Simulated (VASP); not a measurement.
Here is a VASP 6.6.1 calculation.

The input INCAR:

```
PREC = Accurate
ENCUT = 500
EDIFF = 1E-6
ISMEAR = 0
SIGMA = 0.01
LREAL = False
LASPH = True
NELM = 120
ALGO = Normal
ISIF = 2
LWAVE = False
LCHARG = False
GGA = PS
NBANDS = 17
GGA_COMPAT = False
```

KPOINTS

```
Automatic mesh
0
Gamma
  4 4 4
```

The input POSCAR:

```
TePb
1.0
    0.0000000000      3.2541561606      3.2191859949
    3.2541561606      0.0000000000      3.2191859949
    3.2541561606      3.2541561606      0.0000000000
Pb Te
1 1
Direct
    0.0000000000      0.0000000000      0.0000000000
    0.5000000000      0.5000000000      0.5000000000
```

Potentials or basis: VASP PAW PBE potentials, release 64 (Pb_d, Te).

The run is started by

```bash
$ cat potpaw_PBE.64/Pb_d/POTCAR potpaw_PBE.64/Te/POTCAR > POTCAR
$ mpirun -np 1 vasp_std > vasp.out
```

Question: Estimate the pressure.

Answer: -0.9 GPa.

Question: What does it give for the band gap on the k mesh?

Answer: 0.68 eV, direct.

Stress tensor (GPa, compression positive):
```
-1.30  0.00  0.00
 0.00 -1.30  0.00
 0.00  0.00  0.04
```

Caveat: the PAW data sets were made with another functional, which shifts forces and pressure a little; spin-orbit coupling is left out, which moves the levels of the heavy elements. A k mesh can miss the band edges.
